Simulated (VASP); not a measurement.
A run of VASP 6.6.1 is set up as follows.

File INCAR:

```
SYSTEM = B5P
ALGO     = Normal         ! electronic algorithm
EDIFF    = 1E-6           ! SCF threshold, eV
ENCUT    = 500            ! plane-wave cutoff, eV
GGA      = PE             ! functional
GGA_COMPAT= .False.      
ISIF     = 2              ! what is computed and relaxed
ISMEAR   = 0              ! smearing method
LASPH    = .True.         ! aspherical terms in the spheres
LCHARG   = .False.        ! write CHGCAR
LREAL    = .False.        ! projectors in reciprocal space
LWAVE    = .False.        ! write WAVECAR
NBANDS   = 32             ! bands
NELM     = 120            ! most SCF steps
PREC     = Accurate       ! precision mode
SIGMA    = 0.1            ! smearing width, eV
```

File KPOINTS:

```
k-points
0
Gamma
  4 4 2
  0 0 0
```

The input POSCAR:

```
B5P
1.0
   -4.2793511689      0.0000000000      0.0000000000
    0.0000000000      0.0000000000     -4.4158235477
    0.0000000000     -8.5587023377      0.0000000000
B P
10 2
Direct
    0.5000000000      0.7907277206      0.7500000000
    0.5000000000      0.7907277206      0.2500000000
    0.5000000000      0.5449994396      0.9027197863
    0.5000000000      0.5449994396      0.4027197863
    0.8054395726      0.5449994396      0.7500000000
    0.8054395726      0.5449994396      0.2500000000
    0.5000000000      0.5449994396      0.5972802137
    0.5000000000      0.5449994396      0.0972802137
    0.1945604274      0.5449994396      0.7500000000
    0.1945604274      0.5449994396      0.2500000000
    0.5000000000      0.2192745212      0.7500000000
    0.5000000000      0.2192745212      0.2500000000
```

Potentials or basis: VASP PAW PBE potentials, release 64 (B, P).

Run with:

```console
$ cat potpaw_PBE.64/B/POTCAR potpaw_PBE.64/P/POTCAR > POTCAR
$ mpirun -np 1 vasp_std > vasp.out
```

(1) Predict the pressure.

(2) Estimate the largest force.

(3) Estimate the band gap on the k mesh.

## Answers

(1) 0.0 GPa.

(2) 0.054 eV/Å.

(3) 0.87 eV.
